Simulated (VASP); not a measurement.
# AgI (P6_3mc) in VASP: a series of runs

Runs on AgI. Level: r2SCAN. Tasks: single point.

Everything below comes from runs of VASP 6.6.1. Logs are shortened: lines on timing, memory, paths and dates and some standing lists are left out, and cuts for length are marked.

**1. The cell of the first run**

The structure is hexagonal, space group P6_3mc (No. 186). Conventional cell: a = 4.604 Å, b = 4.604 Å, c = 7.523 Å, α = 90.00°, β = 90.00°, γ = 120.00°. Within 3.7 Å of Ag (site symmetry 3m) lie 4 I at 2.82 Å. Within 3.7 Å of I (site symmetry 3m) lie 4 Ag at 2.82 Å.

**2. Single point, r2SCAN (34.52 Å³/atom)**

File POSCAR:

```
AgI
1.0
    4.6038900385      0.0000000000      0.0000000000
   -2.3019450193      3.9870857295      0.0000000000
    0.0000000000      0.0000000000      7.5225308719
Ag I
2 2
Direct
    0.3333333333      0.6666666667      0.0000048562
    0.6666666667      0.3333333333      0.5000048562
    0.3333333333      0.6666666667      0.3749951438
    0.6666666667      0.3333333333      0.8749951438
```

File INCAR.step1:

```
SYSTEM = AgI
ALGO = Normal
EDIFF = 1E-5
ENCUT = 550
GGA = PE
GGA_COMPAT = .False.
ISMEAR = 0
LASPH = .True.
LCHARG = .False.
LREAL = .False.
LWAVE = .True.
NBANDS = 26
NELM = 120
PREC = Accurate
SIGMA = 0.01
```

File INCAR.step2:

```
SYSTEM = AgI
ALGO = Normal
EDIFF = 1E-6
ENCUT = 550
GGA_COMPAT = .False.
ISIF = 2
ISMEAR = 0
ISTART = 1
LASPH = .True.
LCHARG = .False.
LMIXTAU = .True.
LREAL = .False.
LWAVE = .False.
METAGGA = R2SCAN
NBANDS = 26
NELM = 120
PREC = Accurate
SIGMA = 0.01
```

File KPOINTS:

```
k-points
0
Gamma
  6 6 4
  0 0 0
```

Potentials or basis: VASP PAW PBE potentials, release 64 (Ag, I).

Command:

```bash
> cat potpaw_PBE.64/Ag/POTCAR potpaw_PBE.64/I/POTCAR > POTCAR
> cp INCAR.step1 INCAR
> mpirun -np 1 vasp_std > vasp.out
> cp INCAR.step2 INCAR
> mpirun -np 1 vasp_std > vasp.out
```

OUTCAR:

```text
SYSTEM = AgI
   EDIFF = 1E-6
   ENCUT = 550
   ISIF = 2
   ISMEAR = 0
   ISTART = 1
   LASPH = .True.
   LREAL = .False.
   METAGGA = R2SCAN
   NELM = 120
   PREC = Accurate

 ion  position               nearest neighbor table
   1  0.333  0.667  0.000-   4 2.82   4 2.82   4 2.82   3 2.82
   2  0.667  0.333  0.500-   3 2.82   3 2.82   3 2.82   4 2.82
   3  0.333  0.667  0.375-   2 2.82   2 2.82   2 2.82   1 2.82
   4  0.667  0.333  0.875-   1 2.82   1 2.82   1 2.82   2 2.82

  LATTYP: Found a hexagonal cell.
 ALAT       =     4.6038900385
 C/A-ratio  =     1.6339510303

  Lattice vectors:

 A1 = (   4.6038900385,   0.0000000000,   0.0000000000)
 A2 = (  -2.3019450193,   3.9870857295,   0.0000000000)
 A3 = (   0.0000000000,   0.0000000000,   7.5225308719)

Analysis of symmetry for initial positions (statically):
=====================================================================
 Subroutine PRICEL returns:
 Original cell was already a primitive cell.

 Routine SETGRP: Setting up the symmetry group for a
 hexagonal supercell.

 Subroutine GETGRP returns: Found 12 space group operations
 (whereof  6 operations were pure point group operations)
 out of a pool of 24 trial point group operations.

The static configuration has the point symmetry C_3v.
 The point group associated with its full space group is C_6v.

Analysis of symmetry for dynamics (positions and initial velocities):
=====================================================================
 Subroutine PRICEL returns:
 Original cell was already a primitive cell.

 Routine SETGRP: Setting up the symmetry group for a
 hexagonal supercell.

 Subroutine GETGRP returns: Found 12 space group operations
 (whereof  6 operations were pure point group operations)
 out of a pool of 24 trial point group operations.

The dynamic configuration has the point symmetry C_3v.
 The point group associated with its full space group is C_6v.

 Subroutine INISYM returns: Found 12 space group operations
 (whereof  6 operations are pure point group operations),
 and found     1 'primitive' translations

----------------------------------------------------------------------------------------

                                     Primitive cell

  volume of cell :     138.0844

  direct lattice vectors                    reciprocal lattice vectors
     4.603890039  0.000000000  0.000000000     0.217207620  0.125404878  0.000000000
    -2.301945019  3.987085729  0.000000000     0.000000000  0.250809756  0.000000000
     0.000000000  0.000000000  7.522530872     0.000000000  0.000000000  0.132933984

  length of vectors
     4.603890039  4.603890038  7.522530872     0.250809756  0.250809756  0.132933984

  position of ions in fractional coordinates (direct lattice)
     0.333333333  0.666666667  0.000004856
     0.666666667  0.333333333  0.500004856
     0.333333333  0.666666667  0.374995144
     0.666666667  0.333333333  0.874995144

  ion indices of the primitive-cell ions
   primitive index   ion index
                 1           1
                 2           2
                 3           3
                 4           4

----------------------------------------------------------------------------------------

 KPOINTS: k-points

Automatic generation of k-mesh.
 Grid dimensions read from file:
 generate k-points for:    6    6    4

 Generating k-lattice:

  Cartesian coordinates                     Fractional coordinates (reciprocal lattice)
     0.036201270  0.020900813  0.000000000     0.166666667  0.000000000  0.000000000
     0.000000000  0.041801626  0.000000000     0.000000000  0.166666667  0.000000000
     0.000000000  0.000000000  0.033233496     0.000000000  0.000000000  0.250000000

  Length of vectors
     0.041801626  0.041801626  0.033233496

  Shift w.r.t. Gamma in fractional coordinates (k-lattice)
     0.000000000  0.000000000  0.000000000

 Subroutine IBZKPT returns following result:
 ===========================================

 Found     21 irreducible k-points:

 Following reciprocal coordinates:
            Coordinates               Weight
  0.000000  0.000000  0.000000      1.000000
  0.166667  0.000000  0.000000      6.000000
  0.333333  0.000000  0.000000      6.000000
  0.500000  0.000000  0.000000      3.000000
  0.166667  0.166667  0.000000      6.000000
  0.333333  0.166667  0.000000     12.000000
[... 13 lines left out ...]
  0.333333  0.166667  0.500000     12.000000
  0.333333  0.333333  0.500000      2.000000
   k-points           NKPTS =     21   k-points in BZ     NKDIM =     21   number of bands    NBANDS=     26
   number of dos      NEDOS =    301   number of ions     NIONS =      4
   total plane-waves  NPLWV =  77760
   dimension x,y,z NGX =    36 NGY =   36 NGZ =   60
   dimension x,y,z NGXF=    72 NGYF=   72 NGZF=  120
   ions per type =               2   2
   NGX,Y,Z   is equivalent  to a cutoff of  13.00, 13.00, 13.26 a.u.
   NGXF,Y,Z  is equivalent  to a cutoff of  26.00, 26.00, 26.52 a.u.
 SYSTEM =  AgI
   PREC   = accura    normal or accurate (medium, high low for compatibility)
   ISTART =      1    job   : 0-new  1-cont  2-samecut
   ICHARG =      0    charge: 1-file 2-atom 10-const
   ISPIN  =      1    spin polarized calculation?
   LNONCOLLINEAR =      F non collinear calculations
   LSORBIT =      F    spin-orbit coupling
   LASPH  =      T    aspherical Exc in radial PAW
   ENCUT  =  550.0 eV  40.42 Ry    6.36 a.u.   8.80  8.80 14.38*2*pi/ulx,y,z
   NELM   =    120;   NELMIN=  2; NELMDL=  0     # of ELM steps
   EDIFF  = 0.1E-05   stopping-criterion for ELM
   LREAL  =      F    real-space projection
[... 7 lines left out ...]
   TEBEG  =    0.0;   TEEND  =   0.0 temperature during run
   PSTRESS=    0.0 pullay stress
   NELECT =      36.0000    total number of electrons
   NUPDOWN=      -1.0000    fix difference up-down
   EMIN   =  10.00;   EMAX   =-10.00  energy-range for DOS
   EFERMI =   0.00;   METHOD = LEGACY
   ISMEAR =     0;   SIGMA  =   0.01  broadening in eV -4-tet -1-fermi 0-gaus
   EFERMI_NEDOS =   21; number of points for ismear=-14 and -15
   IALGO  =     38    algorithm
   IMIX   =      4    mixing-type and parameters
     AMIX     =   0.40;   BMIX     =  1.00
     AMIX_MAG =   1.60;   BMIX_MAG =  1.00
  volume/ion in A,a.u.               =      34.52       232.96
  Fermi-wavevector in a.u.,A,eV,Ry     =   1.045829  1.976331 14.881496  1.093759
  Thomas-Fermi vector in A             =   2.180642
   LORBIT       =      0    0 simple, 1 ext, 2 COOP (PROOUT), +10 PAW based schemes
   METAGGA = R2SCAN    functional components
   LHFCALC =     F    Hartree Fock is set to
   AEXX    =    0.0000 exact exchange contribution
   IVDW    =     0    specifies the selected vdW correction
   LEPSILON=     F    determine dielectric tensor
   LRPA    =     F    only Hartree local field effects (RPA)
 non-spin polarized calculation
 Gauss-broadening in eV      SIGMA  =   0.01
  energy-cutoff  :      550.00
  volume of cell :      138.08
 maximum number of plane-waves:      4068
 NGX is ok and might be reduce to    36
   NGX = 17   NGY = 17   NGZ = 29

 number of electron      36.0000009 magnetization

 Free energy of the ion-electron system (eV)
  ---------------------------------------------------
  ext. energy  EPLUGINS =         0.00000000
  ---------------------------------------------------
  free energy    TOTEN  =       -93.04226929 eV

  energy without entropy =      -93.04226929  energy(sigma->0) =      -93.04226929

 E-fermi :   2.8439     XC(G=0):  -8.8995

 val. band max:        2.7879017523   @ k =   0.0000   0.0000   0.0000
 cond. band min:       4.6188710538   @ k =   0.0000   0.0000   0.0000
 fundamental gap:      1.8309693015
 Fermi energy:         2.8438692261

 k-point     1 :       0.0000    0.0000    0.0000
  band No.  band energies     occupation
      1     -10.3801      2.00000
      2     -10.0810      2.00000
      3      -1.4799      2.00000
      4      -1.4787      2.00000
      5      -1.4787      2.00000
      6      -1.3948      2.00000
[... 18 lines left out ...]
     25       9.9440      0.00000
     26      10.4759      0.00000

 k-point     2 :       0.1667    0.0000    0.0000
  band No.  band energies     occupation
      1     -10.3161      2.00000
      2     -10.0499      2.00000
      3      -1.5296      2.00000
      4      -1.4377      2.00000
      5      -1.4327      2.00000
      6      -1.3411      2.00000
[... 18 lines left out ...]
     25      10.0480      0.00000
     26      10.4922      0.00000

 k-point     3 :       0.3333    0.0000    0.0000
  band No.  band energies     occupation
      1     -10.1731      2.00000
      2      -9.9966      2.00000
      3      -1.5936      2.00000
      4      -1.4324      2.00000
      5      -1.3460      2.00000
      6      -1.2274      2.00000
[... 18 lines left out ...]
     25      10.5642      0.00000
     26      11.1795      0.00000

 k-point     4 :       0.5000    0.0000    0.0000
  band No.  band energies     occupation
      1     -10.0839      2.00000
      2      -9.9845      2.00000
      3      -1.5802      2.00000
      4      -1.4561      2.00000
      5      -1.3072      2.00000
      6      -1.1140      2.00000
[... 18 lines left out ...]
     25      10.7181      0.00000
     26      12.5020      0.00000
[... 409 lines left out ...]
      1     -10.1102      2.00000
      2     -10.1102      2.00000
      3      -1.6067      2.00000
      4      -1.6067      2.00000
      5      -1.3234      2.00000
      6      -1.3234      2.00000
[... 18 lines left out ...]
     25      10.3299      0.00000
     26      10.3299      0.00000

 k-point    20 :       0.3333    0.1667    0.5000
  band No.  band energies     occupation
      1     -10.0329      2.00000
      2     -10.0329      2.00000
      3      -1.5885      2.00000
      4      -1.5885      2.00000
      5      -1.2488      2.00000
      6      -1.2488      2.00000
[... 18 lines left out ...]
     25      10.7533      0.00000
     26      10.7533      0.00000

 k-point    21 :       0.3333    0.3333    0.5000
  band No.  band energies     occupation
      1     -10.0070      2.00000
      2     -10.0070      2.00000
      3      -1.4652      2.00000
      4      -1.4652      2.00000
      5      -1.3123      2.00000
      6      -1.3123      2.00000
[... 18 lines left out ...]
     25      11.3618      0.00000
     26      11.3618      0.00000

------------------------ aborting loop because EDIFF is reached ----------------------------------------

  FORCE on cell =-STRESS in cart. coord.  units (eV):
  Direction    XX          YY          ZZ          XY          YZ          ZX
  --------------------------------------------------------------------------------------
  -------------------------------------------------------------------------------------
  Total        0.7095752      0.7095752      0.7201015     -0.0000000     -0.0000000      0.0000000
  in kB        8.2331217      8.2331217      8.3552571     -0.0000000     -0.0000000      0.0000000
  external PRESSURE =       8.2738335 kB  Pullay stress =       0.0000000 kB

 VOLUME and BASIS-vectors are now :
 -----------------------------------------------------------------------------
  energy-cutoff  :      550.00
  volume of cell :      138.08
      direct lattice vectors                 reciprocal lattice vectors
     4.603890039  0.000000000  0.000000000     0.217207620  0.125404878  0.000000000
    -2.301945019  3.987085729  0.000000000     0.000000000  0.250809756  0.000000000
     0.000000000  0.000000000  7.522530872     0.000000000  0.000000000  0.132933984

 POSITION                                       TOTAL-FORCE (eV/Angst)
 -----------------------------------------------------------------------------------
     -0.00000      2.65806      0.00004        -0.000000      0.000000      0.002186
      2.30195      1.32903      3.76130        -0.000000     -0.000000      0.002186
     -0.00000      2.65806      2.82091         0.000000      0.000000     -0.002186
      2.30195      1.32903      6.58218         0.000000     -0.000000     -0.002186
 -----------------------------------------------------------------------------------
    total drift:                               -0.000000      0.000000     -0.001571

  FREE ENERGIE OF THE ION-ELECTRON SYSTEM (eV)
  ---------------------------------------------------
  free  energy   TOTEN  =       -93.0422692909 eV

  energy  without entropy=      -93.0422692909  energy(sigma->0) =      -93.04226929
```

Run time: 3.2 min. Hardware: 1 thread of AMD EPYC 9R45 (Zen 5), shared host; peak memory 0.3 GiB.

Results:

```yaml
Free_energy: -93.0423 eV
Pressure: 0.8 GPa
Band_gap_on_the_k_mesh: 1.83 eV
```

Forces on the atoms (eV/Å):
```
Ag   0.000  0.000  0.002
Ag   0.000  0.000  0.002
I    0.000  0.000 -0.002
I    0.000  0.000 -0.002
```

Levels at points of the mesh, in eV from the valence-band top:
```tsv
k point	band 16	band 17	band 18	band 19	band 20	band 21
(0.00, 0.00, 0.00)	-0.07	0.00	0.00	1.83	3.08	6.23
(0.50, 0.00, 0.00)	-1.80	-1.03	-0.72	3.77	3.94	5.09
(0.00, 0.00, 0.50)	-0.37	-0.37	-0.37	3.11	3.11	6.02
(0.50, 0.00, 0.50)	-1.26	-1.24	-1.24	3.65	3.65	5.24
```

Caveat: the PAW data sets were made with another functional, which shifts forces and pressure a little; spin-orbit coupling is left out, which moves the levels of the heavy elements.

**3. Single point, r2SCAN**

This run uses another cell than the first one, of 35.59 Å³/atom.

File POSCAR:

```
AgI
1.0
    4.6508717532      0.0000000000      0.0000000000
   -2.3254358766      4.0277730880      0.0000000000
    0.0000000000      0.0000000000      7.5992966930
Ag I
2 2
Direct
    0.3333333333      0.6666666667      0.0000048562
    0.6666666667      0.3333333333      0.5000048562
    0.3333333333      0.6666666667      0.3749951438
    0.6666666667      0.3333333333      0.8749951438
```

File INCAR.step1:

```
PREC = Accurate
ENCUT = 550
ISMEAR = 0
SIGMA = 0.01
LREAL = False
LASPH = True
NELM = 120
NBANDS = 26
GGA = PE
ALGO = Normal
EDIFF = 1E-5
LWAVE = True
LCHARG = False
GGA_COMPAT = False
```

File INCAR.step2:

```
PREC = Accurate
ENCUT = 550
EDIFF = 1E-6
ISMEAR = 0
SIGMA = 0.01
LREAL = False
LASPH = True
NELM = 120
ALGO = Normal
ISIF = 2
LWAVE = False
LCHARG = True
METAGGA = R2SCAN
LMIXTAU = True
LELF = True
LVHAR = True
NBANDS = 26
ISTART = 1
GGA_COMPAT = False
```

File KPOINTS:

```
regular mesh
0
Gamma
  6 6 4
```

Potentials or basis: VASP PAW PBE potentials, release 64 (Ag, I).

Command:

```bash
> cat potpaw_PBE.64/Ag/POTCAR potpaw_PBE.64/I/POTCAR > POTCAR
> cp INCAR.step1 INCAR
> mpirun -np 1 vasp_std > vasp.out
> cp INCAR.step2 INCAR
> mpirun -np 1 vasp_std > vasp.out
```

It took 3.3 min on 1 thread of AMD EPYC 9R45 (Zen 5), shared host; peak memory 0.3 GiB.

It converged, with:

```
Free energy            : -93.0524 eV
Pressure               : -0.1 GPa
Band gap on the k mesh : 1.83 eV
```

Levels at points of the mesh, in eV from the valence-band top:
| k point | band 15 | band 16 | band 17 | band 18 | band 19 | band 20 | band 21 | band 22 |
| --- | --- | --- | --- | --- | --- | --- | --- | --- |
| (0.00, 0.00, 0.00) | -0.68 | -0.06 | 0.00 | 0.00 | 1.83 | 3.10 | 6.29 | 6.29 |
| (0.50, 0.00, 0.00) | -2.08 | -1.70 | -0.97 | -0.68 | 3.76 | 3.98 | 5.14 | 6.26 |
| (0.00, 0.00, 0.50) | -0.35 | -0.35 | -0.35 | -0.35 | 3.10 | 3.10 | 6.03 | 6.03 |
| (0.50, 0.00, 0.50) | -1.18 | -1.18 | -1.17 | -1.17 | 3.68 | 3.68 | 5.28 | 5.28 |

Caveat: the PAW data sets were made with another functional, which shifts forces and pressure a little; spin-orbit coupling is left out, which moves the levels of the heavy elements.

**4. Single point, r2SCAN**

This run uses another cell than the first one, of 35.59 Å³/atom.

POSCAR is that of step 3.

File INCAR.step1:

```
SYSTEM = AgI
PREC = Accurate ; ENCUT = 550
ISMEAR = 0 ; SIGMA = 0.01
LREAL = .False. ; LASPH = .True.
NELM = 120 ; NBANDS = 26
GGA = PE ; ALGO = Normal
EDIFF = 1E-5 ; LWAVE = .True.
LCHARG = .False. ; GGA_COMPAT = .False.
```

File INCAR.step2:

```
SYSTEM = AgI
PREC = Accurate ; ENCUT = 550
EDIFF = 1E-6 ; ISMEAR = 0
SIGMA = 0.01 ; LREAL = .False.
LASPH = .True. ; NELM = 120
ALGO = Normal ; ISIF = 2
LWAVE = .False. ; LCHARG = .True.
METAGGA = R2SCAN ; LMIXTAU = .True.
LELF = .True. ; LVHAR = .True.
NBANDS = 26 ; ISTART = 1
GGA_COMPAT = .False.
```

File KPOINTS:

```
regular mesh
0
Gamma
  6 6 4
  0 0 0
```

Command:

```bash
> cat potpaw_PBE.64/Ag/POTCAR potpaw_PBE.64/I/POTCAR > POTCAR
> cp INCAR.step1 INCAR
> mpirun -np 1 vasp_std > vasp.out
> cp INCAR.step2 INCAR
> mpirun -np 1 vasp_std > vasp.out
```

It took 3.3 min on 1 thread of AMD EPYC 9R45 (Zen 5), shared host; peak memory 0.3 GiB.

Results (log left out):

- Free energy: -93.0524 eV
- Pressure: -0.1 GPa
- Band gap on the k mesh: 1.83 eV

Levels at points of the mesh, in eV from the valence-band top:
| k point | band 16 | band 17 | band 18 | band 19 | band 20 | band 21 |
| --- | --- | --- | --- | --- | --- | --- |
| (0.00, 0.00, 0.00) | -0.06 | 0.00 | 0.00 | 1.83 | 3.10 | 6.29 |
| (0.50, 0.00, 0.00) | -1.70 | -0.97 | -0.68 | 3.76 | 3.98 | 5.14 |
| (0.00, 0.00, 0.50) | -0.35 | -0.35 | -0.35 | 3.10 | 3.10 | 6.03 |
| (0.50, 0.00, 0.50) | -1.18 | -1.17 | -1.17 | 3.68 | 3.68 | 5.28 |

Caveat: the PAW data sets were made with another functional, which shifts forces and pressure a little; spin-orbit coupling is left out, which moves the levels of the heavy elements.
